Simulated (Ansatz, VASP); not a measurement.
**AlAs: VASP beside Ansatz**

INCAR

```
ALGO = Normal ; EDIFF = 1E-6
ENCUT = 500 ; GGA = CA
GGA_COMPAT = False ; ISIF = 2
ISMEAR = -1 ; LASPH = True
LCHARG = True ; LELF = True
LREAL = False ; LVHAR = True
LWAVE = False ; NBANDS = 11
NELM = 120 ; PREC = Accurate
SIGMA = 0.08
```

The input KPOINTS:

```
k-points
0
Gamma
  11 11 11
```

File POSCAR:

```
AlAs
1.0
    0.0000000000      2.6124504360      2.6124504360
    2.6124504360      0.0000000000      2.6124504360
    2.6124504360      2.6124504360      0.0000000000
Al As
1 1
Direct
    0.0000000000      0.0000000000      0.0000000000
    0.2500000000      0.2500000000      0.2500000000
```

Input for Ansatz:

```yaml
crystal:
  lattice:
    - [0.0, 2.612450436, 2.612450436]
    - [2.612450436, 0.0, 2.612450436]
    - [2.612450436, 2.612450436, 0.0]
  atoms:
    - { symbol: Al, position: [0.0, 0.0, 0.0] }
    - { symbol: As, position: [0.25, 0.25, 0.25] }
kpoints:
  mp_grid: { grid: [11, 11, 11] }
scf:
  occupations: { method: fermi_dirac, width: 0.08 }
hamiltonian:
  xc: lda
  pseudopotentials: { kind: all_electron, datasets: crystal }
output:
  forces: true
  stress: true
  eigenvalues: true
```

Change from the starting cell: volume scaled by 0.8, crystal datasets.

Alike in both runs: task single point; functional LDA; k mesh 11 × 11 × 11; occupations fermi-dirac, width 0.08 eV; no spin polarisation.

|  | VASP | Ansatz |
| --- | --- | --- |
| version | VASP 6.6.1 | Ansatz 0.2.0 |
| potentials or method | VASP PAW LDA potentials, release 64 (Al, As), cutoff 500 eV | all-electron PAW with datasets made for the crystal, scalar-relativistic |

Ansatz gave:

```
pressure (GPa) : 26.8
```

Task: Estimate VASP's values.

Result: Pressure (GPa): 27.8.

LDA's correlation is that of Perdew and Zunger in VASP and of Perdew and Wang (1992) in Ansatz. Ansatz ran all-electron here, and VASP with PAW potentials.
